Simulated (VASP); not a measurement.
# TaRu (P4/mmm) in VASP: further runs

The runs below take TaRu through electric field gradients, with LDA.

Everything below comes from runs of VASP 6.6.1. Logs are shortened: lines on timing, memory, paths and dates and some standing lists are left out, and cuts for length are marked.

**1. The cell of the first run**

The structure is tetragonal, space group P4/mmm (No. 123). Conventional cell: a = 3.043 Å, b = 3.043 Å, c = 3.378 Å, α = 90.00°, β = 90.00°, γ = 90.00°. Within 3.6 Å of Ta (site symmetry 4/mmm) lie 8 Ru at 2.74 Å and 6 Ta at 3.04 to 3.38 Å. Ru (site symmetry 4/mmm) has 8 Ta at 2.74 Å and 6 Ru at 3.04 to 3.38 Å within 3.6 Å.

**2. Electric field gradients, LDA (volume scaled by 0.99)**

File INCAR:

```
SYSTEM = TaRu
ALGO = Normal
EDIFF = 1E-8
ENCUT = 520
GGA = CA
ISIF = 2
ISMEAR = -1
LASPH = .True.
LCHARG = .False.
LEFG = .True.
LREAL = .False.
LWAVE = .False.
NBANDS = 20
NELM = 60
PREC = Accurate
SIGMA = 0.05
```

File KPOINTS:

```
k-points
0
Gamma
  11 11 10
  0 0 0
```

File POSCAR:

```
TaRu
1.0
    3.0427892214      0.0000000000      0.0000000000
    0.0000000000      3.0427892214      0.0000000000
    0.0000000000      0.0000000000      3.3776654672
Ta Ru
1 1
Direct
    0.5000000000      0.5000000000      0.5000000000
    0.0000000000      0.0000000000      0.0000000000
```

Potentials or basis: VASP PAW LDA potentials, release 64 (Ta_pv, Ru_pv).

On the command line:

```sh
cat potpaw_LDA.64/Ta_pv/POTCAR potpaw_LDA.64/Ru_pv/POTCAR > POTCAR
mpirun -np 1 vasp_std > vasp.out
```

OUTCAR:

```text
SYSTEM = TaRu
   EDIFF = 1E-8
   ENCUT = 520
   GGA = CA
   ISIF = 2
   ISMEAR = -1
   LASPH = .True.
   LREAL = .False.
   NELM = 60
   PREC = Accurate

 ion  position               nearest neighbor table
   1  0.500  0.500  0.500-   2 2.74   2 2.74   2 2.74   2 2.74   2 2.74   2 2.74   2 2.74   2 2.74

   2  0.000  0.000  0.000-   1 2.74   1 2.74   1 2.74   1 2.74   1 2.74   1 2.74   1 2.74   1 2.74

  LATTYP: Found a simple tetragonal cell.
 ALAT       =     3.0427892214
 C/A-ratio  =     1.1100556829

  Lattice vectors:

 A1 = (   3.0427892214,   0.0000000000,   0.0000000000)
 A2 = (   0.0000000000,   3.0427892214,   0.0000000000)
 A3 = (   0.0000000000,   0.0000000000,   3.3776654672)

Analysis of symmetry for initial positions (statically):
=====================================================================
 Subroutine PRICEL returns:
 Original cell was already a primitive cell.

 Routine SETGRP: Setting up the symmetry group for a
 simple tetragonal supercell.

 Subroutine GETGRP returns: Found 16 space group operations
 (whereof 16 operations were pure point group operations)
 out of a pool of 16 trial point group operations.

The static configuration has the point symmetry D_4h.

Analysis of symmetry for dynamics (positions and initial velocities):
=====================================================================
 Subroutine PRICEL returns:
 Original cell was already a primitive cell.

 Routine SETGRP: Setting up the symmetry group for a
 simple tetragonal supercell.

 Subroutine GETGRP returns: Found 16 space group operations
 (whereof 16 operations were pure point group operations)
 out of a pool of 16 trial point group operations.

The dynamic configuration has the point symmetry D_4h.

 Subroutine INISYM returns: Found 16 space group operations
 (whereof 16 operations are pure point group operations),
 and found     1 'primitive' translations

----------------------------------------------------------------------------------------

                                     Primitive cell

  volume of cell :      31.2723

  direct lattice vectors                    reciprocal lattice vectors
     3.042789221  0.000000000  0.000000000     0.328645834  0.000000000  0.000000000
     0.000000000  3.042789221  0.000000000     0.000000000  0.328645834  0.000000000
     0.000000000  0.000000000  3.377665467     0.000000000  0.000000000  0.296062476

  length of vectors
     3.042789221  3.042789221  3.377665467     0.328645834  0.328645834  0.296062476

  position of ions in fractional coordinates (direct lattice)
     0.500000000  0.500000000  0.500000000
     0.000000000  0.000000000  0.000000000

  ion indices of the primitive-cell ions
   primitive index   ion index
                 1           1
                 2           2

----------------------------------------------------------------------------------------

 KPOINTS: k-points

Automatic generation of k-mesh.
 Grid dimensions read from file:
 generate k-points for:   11   11   10

 Generating k-lattice:

  Cartesian coordinates                     Fractional coordinates (reciprocal lattice)
     0.029876894  0.000000000  0.000000000     0.090909091  0.000000000  0.000000000
     0.000000000  0.029876894  0.000000000     0.000000000  0.090909091  0.000000000
     0.000000000  0.000000000  0.029606248     0.000000000  0.000000000  0.100000000

  Length of vectors
     0.029876894  0.029876894  0.029606248

  Shift w.r.t. Gamma in fractional coordinates (k-lattice)
     0.000000000  0.000000000  0.000000000

 Subroutine IBZKPT returns following result:
 ===========================================

 Found    126 irreducible k-points:

 Following reciprocal coordinates:
            Coordinates               Weight
  0.000000  0.000000  0.000000      1.000000
  0.090909  0.000000  0.000000      4.000000
  0.181818  0.000000  0.000000      4.000000
  0.272727  0.000000  0.000000      4.000000
  0.363636  0.000000  0.000000      4.000000
  0.454545  0.000000  0.000000      4.000000
[... 16 lines left out ...]
  0.090909  0.000000  0.100000      8.000000
  0.181818  0.000000  0.100000      8.000000
 [... further k-points ...]
   k-points           NKPTS =    126   k-points in BZ     NKDIM =    126   number of bands    NBANDS=     20
   number of dos      NEDOS =    301   number of ions     NIONS =      2
   total plane-waves  NPLWV =  16128
   dimension x,y,z NGX =    24 NGY =   24 NGZ =   28
   dimension x,y,z NGXF=    48 NGYF=   48 NGZF=   56
   ions per type =               1   1
   NGX,Y,Z   is equivalent  to a cutoff of  13.11, 13.11, 13.78 a.u.
   NGXF,Y,Z  is equivalent  to a cutoff of  26.23, 26.23, 27.56 a.u.
 SYSTEM =  TaRu
   PREC   = accura    normal or accurate (medium, high low for compatibility)
   ISTART =      0    job   : 0-new  1-cont  2-samecut
   ICHARG =      2    charge: 1-file 2-atom 10-const
   ISPIN  =      1    spin polarized calculation?
   LNONCOLLINEAR =      F non collinear calculations
   LSORBIT =      F    spin-orbit coupling
   LASPH  =      T    aspherical Exc in radial PAW
   ENCUT  =  520.0 eV  38.22 Ry    6.18 a.u.   5.66  5.66  6.28*2*pi/ulx,y,z
   NELM   =     60;   NELMIN=  2; NELMDL= -5     # of ELM steps
   EDIFF  = 0.1E-07   stopping-criterion for ELM
   LREAL  =      F    real-space projection
   EDIFFG = 0.1E-06   stopping-criterion for IOM
   NSW    =      0    number of steps for IOM
   IBRION =     -1    ionic relax: 0-MD 1-quasi-New 2-CG
   NFREE  =      0    steps in history (QN), initial steepest desc. (CG)
   ISIF   =      2    stress and relaxation
   ISYM   =      2    0-nonsym 1-usesym 2-fastsym
   POTIM  = 0.5000    time-step for ionic-motion
   TEBEG  =    0.0;   TEEND  =   0.0 temperature during run
   PSTRESS=    0.0 pullay stress
   NELECT =      25.0000    total number of electrons
   NUPDOWN=      -1.0000    fix difference up-down
   EMIN   =  10.00;   EMAX   =-10.00  energy-range for DOS
   EFERMI =   0.00;   METHOD = LEGACY
   ISMEAR =    -1;   SIGMA  =   0.05  broadening in eV -4-tet -1-fermi 0-gaus
   EFERMI_NEDOS =   21; number of points for ismear=-14 and -15
   IALGO  =     38    algorithm
   IMIX   =      4    mixing-type and parameters
     AMIX     =   0.40;   BMIX     =  1.00
     AMIX_MAG =   1.60;   BMIX_MAG =  1.00
  volume/ion in A,a.u.               =      15.64       105.52
  Fermi-wavevector in a.u.,A,eV,Ry     =   1.519386  2.871223 31.409498  2.308533
  Thomas-Fermi vector in A             =   2.628379
   LORBIT       =      0    0 simple, 1 ext, 2 COOP (PROOUT), +10 PAW based schemes
   GGA     = CA    functional components
   LHFCALC =     F    Hartree Fock is set to
   AEXX    =    0.0000 exact exchange contribution
   IVDW    =     0    specifies the selected vdW correction
   LEPSILON=     F    determine dielectric tensor
   LRPA    =     F    only Hartree local field effects (RPA)
 non-spin polarized calculation
  energy-cutoff  :      520.00
  volume of cell :       31.27
 maximum number of plane-waves:       858
 NGX is ok and might be reduce to    24
   NGX = 11   NGY = 11   NGZ = 13

 number of electron      25.0000005 magnetization

 Free energy of the ion-electron system (eV)
  ---------------------------------------------------
  ext. energy  EPLUGINS =         0.00000000
  ---------------------------------------------------
  free energy    TOTEN  =       -24.05182989 eV

  energy without entropy =      -24.03214239  energy(sigma->0) =      -24.04198614

 E-fermi :   9.3527     XC(G=0): -13.5425

 val. band max:        9.3464498244   @ k =   0.4545   0.0909   0.1000
 cond. band min:       9.3788060674   @ k =   0.4545   0.0000   0.5000
 fundamental gap:      0.0323562430
 Fermi energy:         9.3527306710

 k-point     1 :       0.0000    0.0000    0.0000
  band No.  band energies     occupation
      1     -33.4112      2.00000
      2     -33.3595      2.00000
      3     -33.3595      2.00000
      4     -25.3004      2.00000
      5     -25.1571      2.00000
      6     -25.1571      2.00000
[... 12 lines left out ...]
     19      18.8331      0.00000
     20      18.8331      0.00000
[... 507 lines left out ...]
 k-point    24 :       0.1818    0.0000    0.1000
  band No.  band energies     occupation
      1     -33.4113      2.00000
      2     -33.4015      2.00000
      3     -33.3516      2.00000
      4     -25.3257      2.00000
      5     -25.2968      2.00000
      6     -25.1524      2.00000
[... 12 lines left out ...]
     19      18.6412      0.00000
     20      19.5483      0.00000

 [... further k-points ...]

------------------------ aborting loop because EDIFF is reached ----------------------------------------

  FORCE on cell =-STRESS in cart. coord.  units (eV):
  Direction    XX          YY          ZZ          XY          YZ          ZX
  --------------------------------------------------------------------------------------
  -------------------------------------------------------------------------------------
  Total       -1.4375652     -1.4375652     -1.2470453      0.0000000      0.0000000      0.0000000
  in kB      -73.6508498    -73.6508498    -63.8899335      0.0000000      0.0000000      0.0000000
  external PRESSURE =     -70.3972110 kB  Pullay stress =       0.0000000 kB

 VOLUME and BASIS-vectors are now :
 -----------------------------------------------------------------------------
  energy-cutoff  :      520.00
  volume of cell :       31.27
      direct lattice vectors                 reciprocal lattice vectors
     3.042789221  0.000000000  0.000000000     0.328645834  0.000000000  0.000000000
     0.000000000  3.042789221  0.000000000     0.000000000  0.328645834  0.000000000
     0.000000000  0.000000000  3.377665467     0.000000000  0.000000000  0.296062476

 POSITION                                       TOTAL-FORCE (eV/Angst)
 -----------------------------------------------------------------------------------
      1.52139      1.52139      1.68883         0.000000      0.000000      0.000000
      0.00000      0.00000      0.00000         0.000000      0.000000      0.000000
 -----------------------------------------------------------------------------------
    total drift:                                0.000000      0.000000     -0.000000

  FREE ENERGIE OF THE ION-ELECTRON SYSTEM (eV)
  ---------------------------------------------------
  free  energy   TOTEN  =       -24.0518298877 eV

  energy  without entropy=      -24.0321423897  energy(sigma->0) =      -24.04198614

 Electric field gradients (V/A^2)
---------------------------------------------------------------------
 ion       V_xx      V_yy      V_zz      V_xy      V_xz      V_yz
---------------------------------------------------------------------
   1      -6.135    -6.135    12.270     0.000     0.000    -0.000
   2     -13.968   -13.968    27.936    -0.000    -0.000     0.000
---------------------------------------------------------------------

 Electric field gradients after diagonalization (V/A^2)
 (convention: |V_zz| > |V_xx| > |V_yy|)
----------------------------------------------------------------------
 ion       V_xx      V_yy      V_zz     asymmetry (V_yy - V_xx)/ V_zz
----------------------------------------------------------------------
   1      -6.135    -6.135    12.270       0.000
   2     -13.968   -13.968    27.936       0.000
----------------------------------------------------------------------

           NMR quadrupolar parameters

 Cq : quadrupolar parameter    Cq=e*Q*V_zz/h
 eta: asymmetry parameters     (V_yy - V_xx)/ V_zz
 Q  : nuclear electric quadrupole moment in mb (millibarn)
----------------------------------------------------------------------
 ion       Cq(MHz)       eta       Q (mb)
----------------------------------------------------------------------
   1       0.030       0.000       1.000
   2       0.068       0.000       1.000
----------------------------------------------------------------------
```

It took 24 s on 1 thread of Intel Xeon 6975P-C (Granite Rapids), shared host; peak memory 0.18 GiB.

Results:

```
Free energy : -24.0518 eV
Pressure    : -7.0 GPa
```

Levels at points of the mesh, in eV from the Fermi level:
```tsv
k point	band 9	band 10	band 11	band 12	band 13	band 14	band 15	band 16
(0.00, 0.00, 0.00)	-5.71	-2.39	-2.39	-1.51	0.43	1.79	4.35	4.48
(0.00, 0.00, 0.50)	-3.94	-2.57	-1.81	-1.81	-0.81	0.08	0.78	0.78
```

Electric field gradients, principal values (V/Å²):
```
atom    least   middle  greatest (by size)
1 Ta   -6.135   -6.135              12.270
2 Ru  -13.968  -13.968              27.936
```

Caveat: without QUAD_EFG the Cq values of the log hold for a quadrupole moment of 1 mb, not for the nuclei; spin-orbit coupling is left out, which moves the levels of the heavy elements.

(Continued in part 2 of 2.)
